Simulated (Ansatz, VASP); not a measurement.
**One calculation of AsAu, two programs**

```xyz
2
Lattice="0.0000 2.8612 2.8612 2.8612 0.0000 2.8612 2.8612 2.8612 0.0000" Properties=species:S:1:pos:R:3 pbc="T T T"
Au    0.0000    0.0000    0.0000
As    1.4306    1.4306    1.4306
```

Change from the starting cell: volume scaled by 0.9405.

Alike in both runs: task single point; functional PBE; k mesh 11 × 11 × 11; occupations fermi-dirac, width 0.08 eV; no spin polarisation.

|  | VASP | Ansatz |
| --- | --- | --- |
| version | VASP 6.6.1 | Ansatz 0.2.0 |
| potentials or method | VASP PAW PBE potentials, release 64 (Au, As), cutoff 520 eV | all-electron LAPW, scalar-relativistic |

Ansatz gave:

```
pressure (GPa) : 5.2
```

**Question.** What did VASP give for the same quantities?

**Answer.** Pressure (GPa): 5.1.

Ansatz ran all-electron here, and VASP with PAW potentials.

Spin-orbit coupling is off throughout.
